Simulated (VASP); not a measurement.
# TiAl (R-3m) in VASP: notebook, part 2 of 2

VASP 6.6.1. Earlier steps stand in the parts before.

## 4. Single point, PBE

This run uses another cell than the first one, of the same volume but with other edges.

Contents of INCAR:

```
  ALGO = Fast
  EDIFF = 1E-6
  ENCUT = 520
  GGA = PE
  ISIF = 2
  ISMEAR = 0
  LASPH = T
  LCHARG = F
  LREAL = F
  LWAVE = F
  NBANDS = 14
  NELM = 80
  PREC = Accurate
  SIGMA = 0.15
```

Contents of KPOINTS:

```
k-points
0
Gamma
  16 16 16
```

Contents of POSCAR:

```
TiAl
1.0
    3.2224982572      0.3874558022      0.3874558022
    0.3874558022      3.2224982572      0.3874558022
    0.3874558022      0.3874558022      3.2224982572
Ti Al
1 1
Direct
    0.0000000000      0.0000000000      0.0000000000
    0.5000000000      0.5000000000      0.5000000000
```

Potentials or basis: VASP PAW PBE potentials, release 64 (Ti_sv, Al).

Run with:

```console
$ cat potpaw_PBE.64/Ti_sv/POTCAR potpaw_PBE.64/Al/POTCAR > POTCAR
$ mpirun -np 1 vasp_std > vasp.out
```

OUTCAR:

```text
EDIFF = 1E-6
   ENCUT = 520
   GGA = PE
   ISIF = 2
   ISMEAR = 0
   LASPH = T
   LREAL = F
   NELM = 80
   PREC = Accurate

 ion  position               nearest neighbor table
   1  0.000  0.000  0.000-   2 2.59   2 2.59   2 2.59   2 2.59   2 2.59   2 2.59
   2  0.500  0.500  0.500-   1 2.59   1 2.59   1 2.59   1 2.59   1 2.59   1 2.59

  LATTYP: Found a trigonal (rhomboedric) cell.
 ALAT       =     3.2687519048
 COS(alpha) =     0.2477620922

  Lattice vectors:

 A1 = (   3.2224982572,   0.3874558022,   0.3874558022)
 A2 = (   0.3874558022,   3.2224982572,   0.3874558022)
 A3 = (   0.3874558022,   0.3874558022,   3.2224982572)

Analysis of symmetry for initial positions (statically):
=====================================================================
 Subroutine PRICEL returns:
 Original cell was already a primitive cell.

 Routine SETGRP: Setting up the symmetry group for a
 trigonal (rhombohedral) supercell.

 Subroutine GETGRP returns: Found 12 space group operations
 (whereof 12 operations were pure point group operations)
 out of a pool of 12 trial point group operations.

The static configuration has the point symmetry D_3d.

Analysis of symmetry for dynamics (positions and initial velocities):
=====================================================================
 Subroutine PRICEL returns:
 Original cell was already a primitive cell.

 Routine SETGRP: Setting up the symmetry group for a
 trigonal (rhombohedral) supercell.

 Subroutine GETGRP returns: Found 12 space group operations
 (whereof 12 operations were pure point group operations)
 out of a pool of 12 trial point group operations.

The dynamic configuration has the point symmetry D_3d.

 Subroutine INISYM returns: Found 12 space group operations
 (whereof 12 operations are pure point group operations),
 and found     1 'primitive' translations

----------------------------------------------------------------------------------------

[... 121 lines left out ...]
   LEPSILON=     F    determine dielectric tensor
   LRPA    =     F    only Hartree local field effects (RPA)
 non-spin polarized calculation
 RMM-DIIS sequential band-by-band and
 Gauss-broadening in eV      SIGMA  =   0.15
  energy-cutoff  :      520.00
  volume of cell :       32.13
 maximum number of plane-waves:       890
   NGX = 13   NGY = 13   NGZ = 13

 number of electron      15.0000005 magnetization

 Free energy of the ion-electron system (eV)
  ---------------------------------------------------
  ext. energy  EPLUGINS =         0.00000000
  ---------------------------------------------------
  free energy    TOTEN  =       -11.59050311 eV

  energy without entropy =      -11.57516831  energy(sigma->0) =      -11.58283571

 E-fermi :   8.2250     XC(G=0): -11.0585

 val. band max:        8.2235111613   @ k =   0.4375   0.2500   0.2500
 cond. band min:       8.2252682026   @ k =   0.1875   0.1875   0.0625
 fundamental gap:      0.0017570414
 Fermi energy:         8.2250122600

 k-point     1 :       0.0000    0.0000    0.0000
  band No.  band energies     occupation
      1     -48.4052      2.00000
      2     -24.6974      2.00000
      3     -24.6974      2.00000
      4     -24.4947      2.00000
      5      -0.4355      2.00000
      6       7.5038      2.00000
      7       7.5038      2.00000
      8       9.4152      0.00000
      9       9.4152      0.00000
     10      10.1897      0.00000
     11      13.3263      0.00000
     12      13.3263      0.00000
     13      14.5498      0.00000
     14      18.4725      0.00000
[... 377 lines left out ...]
      1     -48.4042      2.00000
      2     -24.7032      2.00000
      3     -24.6984      2.00000
      4     -24.4987      2.00000
      5      -0.2767      2.00000
      6       7.3941      2.00000
      7       7.5193      2.00000
      8       9.2953      0.00000
      9       9.3624      0.00000
     10      10.1687      0.00000
     11      13.0333      0.00000
     12      13.3781      0.00000
     13      14.6327      0.00000
     14      18.3785      0.00000

 [... further k-points ...]

------------------------ aborting loop because EDIFF is reached ----------------------------------------

  FORCE on cell =-STRESS in cart. coord.  units (eV):
  Direction    XX          YY          ZZ          XY          YZ          ZX
  --------------------------------------------------------------------------------------
  -------------------------------------------------------------------------------------
  Total        1.8050213      1.8050213      1.8050213     -1.3568486     -1.3568486     -1.3568486
  in kB       90.0109003     90.0109003     90.0109003    -67.6618955    -67.6618955    -67.6618955
  external PRESSURE =      90.0109003 kB  Pullay stress =       0.0000000 kB

 VOLUME and BASIS-vectors are now :
 -----------------------------------------------------------------------------
  energy-cutoff  :      520.00
  volume of cell :       32.13
      direct lattice vectors                 reciprocal lattice vectors
     3.222498257  0.387455802  0.387455802     0.318539599 -0.034188805 -0.034188805
     0.387455802  3.222498257  0.387455802    -0.034188805  0.318539599 -0.034188805
     0.387455802  0.387455802  3.222498257    -0.034188805 -0.034188805  0.318539599

 POSITION                                       TOTAL-FORCE (eV/Angst)
 -----------------------------------------------------------------------------------
      0.00000      0.00000      0.00000         0.000000     -0.000000      0.000000
      1.99870      1.99870      1.99870        -0.000000      0.000000     -0.000000
 -----------------------------------------------------------------------------------
    total drift:                               -0.000000      0.000000      0.000000

  FREE ENERGIE OF THE ION-ELECTRON SYSTEM (eV)
  ---------------------------------------------------
  free  energy   TOTEN  =       -11.5905031125 eV

  energy  without entropy=      -11.5751683069  energy(sigma->0) =      -11.58283571
```

Run time: 2.5 min. Hardware: 1 thread of AMD EPYC 9R45 (Zen 5), shared host; peak memory 0.27 GiB.

What came out:

```
Free energy : -11.5905 eV
Pressure    : 9.0 GPa
```

Levels at points of the mesh, in eV from the Fermi level:
```tsv
k point	band 5	band 6	band 7	band 8	band 9	band 10	band 11	band 12
(0.00, 0.00, 0.00)	-8.66	-0.72	-0.72	1.19	1.19	1.96	5.10	5.10
(0.50, 0.00, 0.00)	-5.22	-4.52	-0.88	0.87	0.91	1.62	3.30	6.82
(0.50, 0.50, 0.00)	-4.66	-2.36	-1.29	0.07	1.07	1.35	2.73	4.23
(0.50, 0.50, 0.50)	-3.54	-2.01	-2.01	-1.67	2.66	2.66	4.53	4.63
```

## 5. Single point, PBE

This run uses another cell than the first one, of the same volume but with other edges.

Contents of INCAR:

```
SYSTEM = TiAl
PREC     = Accurate       ! precision mode
ENCUT    = 520            ! plane-wave cutoff, eV
EDIFF    = 1E-6           ! SCF threshold, eV
ISMEAR   = 0              ! smearing method
SIGMA    = 0.15           ! smearing width, eV
LREAL    = .False.        ! projectors in reciprocal space
LASPH    = .True.         ! aspherical terms in the spheres
NELM     = 100            ! most SCF steps
ALGO     = Fast           ! electronic algorithm
ISIF     = 2              ! what is computed and relaxed
LWAVE    = .False.        ! write WAVECAR
LCHARG   = .False.        ! write CHGCAR
GGA      = PE             ! functional
NBANDS   = 14             ! bands
```

Contents of KPOINTS:

```
Automatic mesh
0
Gamma
  16 16 16
  0 0 0
```

Contents of POSCAR:

```
TiAl
1.0
    3.2666375318     -0.5025596203     -0.5025596203
   -0.5025596203      3.2666375318     -0.5025596203
   -0.5025596203     -0.5025596203      3.2666375318
Ti Al
1 1
Direct
    0.0000000000      0.0000000000      0.0000000000
    0.5000000000      0.5000000000      0.5000000000
```

Potentials or basis: VASP PAW PBE potentials, release 64 (Ti_sv, Al).

Run with:

```console
$ cat potpaw_PBE.64/Ti_sv/POTCAR potpaw_PBE.64/Al/POTCAR > POTCAR
$ mpirun -np 1 vasp_std > vasp.out
```

OUTCAR:

```text
SYSTEM = TiAl
   PREC = Accurate
   ENCUT = 520
   EDIFF = 1E-6
   ISMEAR = 0
   LREAL = .False.
   LASPH = .True.
   NELM = 100
   ISIF = 2
   GGA = PE

 ion  position               nearest neighbor table
   1  0.000  0.000  0.000-   2 1.96   2 1.96
   2  0.500  0.500  0.500-   1 1.96   1 1.96

  LATTYP: Found a trigonal (rhomboedric) cell.
 ALAT       =     3.3430604404
 COS(alpha) =    -0.2711864407

  Lattice vectors:

 A1 = (   3.2666375318,  -0.5025596203,  -0.5025596203)
 A2 = (  -0.5025596203,   3.2666375318,  -0.5025596203)
[... 596 lines left out ...]

  FORCE on cell =-STRESS in cart. coord.  units (eV):
  Direction    XX          YY          ZZ          XY          YZ          ZX
  --------------------------------------------------------------------------------------
  -------------------------------------------------------------------------------------
  Total        8.3414013      8.3414013      8.3414013     13.0135159     13.0135159     13.0135159
  in kB      415.9602071    415.9602071    415.9602071    648.9442924    648.9442924    648.9442924
  external PRESSURE =     415.9602071 kB  Pullay stress =       0.0000000 kB

 VOLUME and BASIS-vectors are now :
 -----------------------------------------------------------------------------
  energy-cutoff  :      520.00
  volume of cell :       32.13
      direct lattice vectors                 reciprocal lattice vectors
     3.266637532 -0.502559620 -0.502559620     0.324265931  0.058957442  0.058957442
    -0.502559620  3.266637532 -0.502559620     0.058957442  0.324265931  0.058957442
    -0.502559620 -0.502559620  3.266637532     0.058957442  0.058957442  0.324265931

 POSITION                                       TOTAL-FORCE (eV/Angst)
 -----------------------------------------------------------------------------------
      0.00000      0.00000      0.00000         0.000000     -0.000000      0.000000
      1.13076      1.13076      1.13076        -0.000000      0.000000     -0.000000
 -----------------------------------------------------------------------------------
    total drift:                               -0.000000     -0.000000     -0.000000

  FREE ENERGIE OF THE ION-ELECTRON SYSTEM (eV)
  ---------------------------------------------------
  free  energy   TOTEN  =        -6.5498646617 eV

  energy  without entropy=       -6.5191126894  energy(sigma->0) =       -6.53448868
```

It took 4.3 min on 1 thread of AMD EPYC 9R45 (Zen 5), shared host; peak memory 0.28 GiB.

What came out:

```
Free energy : -6.5499 eV
Pressure    : 41.6 GPa
```

Stress tensor (GPa, compression positive):
```
41.60 64.89 64.89
64.89 41.60 64.89
64.89 64.89 41.60
```

## 6. Summary

| cell | further INCAR settings | gap on the mesh (eV) | pressure (GPa) |
| --- | --- | --- | --- |
| a = 3.469 Å, angles 109.5°, 2 atoms | ALGO = Fast; EDIFF = 1e-06; NBANDS = 14 | none | 74.8 |
| a = 3.256 Å, angles 101.4°, 2 atoms | ALGO = Fast; EDIFF = 1e-07; NBANDS = 14 | none | 18.4 |
| a = 3.269 Å, angles 75.7°, 2 atoms | ALGO = Fast; EDIFF = 1e-06; NBANDS = 14 | none | 9.0 |
| a = 3.343 Å, angles 105.7°, 2 atoms | ALGO = Fast; EDIFF = 1e-06; NBANDS = 14 | none | 41.6 |

Alike in all rows: task single point; level PBE; potentials or basis VASP PAW PBE potentials, release 64 (Ti_sv, Al); no spin polarisation; k mesh 16 × 16 × 16; cutoff (eV) 520; smearing gaussian 0.15 eV.

Total energies depend on the potentials used, so only differences within one code and one set of settings carry meaning.
